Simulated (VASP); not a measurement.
Set up this calculation in VASP 6.6.1, as the native input.

```yaml
Task: relaxation of shape and atoms at fixed volume
Functional: PBE
Potentials_or_basis: VASP PAW PBE potentials, release 64 (Al, N)
Cutoff: 600 eV
k_mesh: 13 × 13 × 7
Occupations: fermi-dirac, width 0.05 eV
Spin: no spin polarisation
Dipole_correction: no
Further_INCAR_settings: ALGO = Normal; EDIFF = 1e-06; IBRION = 2; EDIFFG = -0.005; NSW = 50; ISIF = 4
```

The structure of AlN (wurtzite type) lies in POSCAR:

```
AlN
1.0
    2.5646101158      0.0000000000      0.0000000000
   -1.2823050579      2.2210175111      0.0000000000
    0.0000000000      0.0000000000      4.1114416959
Al N
2 2
Direct
    0.3333333333      0.6666666667     -0.0027598285
    0.6666666667      0.3333333333      0.4972401715
    0.3333333333      0.6666666667      0.3787598285
    0.6666666667      0.3333333333      0.8787598285
```

The input as run:

INCAR

```
  PREC = Accurate
  ENCUT = 600
  EDIFF = 1E-6
  ISMEAR = -1
  SIGMA = 0.05
  LREAL = F
  LASPH = T
  NELM = 80
  ALGO = Normal
  ISIF = 4
  LWAVE = F
  LCHARG = F
  GGA = PE
  IBRION = 2
  NSW = 50
  EDIFFG = -0.005
```

KPOINTS

```
regular mesh
0
Gamma
  13 13 7
```

Potentials or basis: VASP PAW PBE potentials, release 64 (Al, N).

The run is started by

```sh
$ cat potpaw_PBE.64/Al/POTCAR potpaw_PBE.64/N/POTCAR > POTCAR
$ mpirun -np 1 vasp_std > vasp.out
```

Results of the run:

```
Pressure after relaxing      : 303.7 GPa
Largest force after relaxing : 0.004 eV/Å
Band gap on the k mesh       : 4.15 eV (least direct gap 6.63 eV)
```

Caveat: a cell axis changed by over 15 % at a fixed basis, so the end point is rough; an odd mesh through Γ misses points on the zone boundary, where band edges can lie.

Run time: 13 min on 1 thread of Intel Xeon 8259CL, with other jobs on the host, peak memory 0.16 GiB.
